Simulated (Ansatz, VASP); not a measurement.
## Two plane-wave programs on KSi3

```
K Si
1.0
     0.00000    3.43220    3.43220
     3.43220    0.00000    3.43220
     3.43220    3.43220    0.00000
K Si
1 3
Direct
  0.00000 0.00000 0.00000
  0.25000 0.25000 0.25000
  0.75000 0.75000 0.75000
  0.50000 0.50000 0.50000
```

Change from the starting cell: species swapped into the GaHg3 type (Fm-3m, No. 225).

Alike in both runs: functional PBE; k mesh 12 × 12 × 12; occupations gaussian, width 0.1 eV; no spin polarisation.

Ansatz relaxed the structure, and its values are those at the end. VASP's run is a single point on that final structure, the one shown.

```csv
,VASP,Ansatz
version,VASP 6.6.1,Ansatz 0.2.0
potentials or method,"VASP PAW PBE potentials, release 64 (K_sv, Si), cutoff 520 eV","scalar-relativistic, plane waves, PAW"
valence electrons in the cell,21,21
```

Ansatz gave:

* gap on the k mesh at the Fermi level (eV): none
* pressure (GPa): 0.0

What did VASP give for the same quantities?

gap on the k mesh at the Fermi level (eV): none; pressure (GPa): 0.2.

A gap of «none» marks a metal or a gap that the smearing closes. The functional is the same, so the differences come from potentials, cutoffs and numerics.
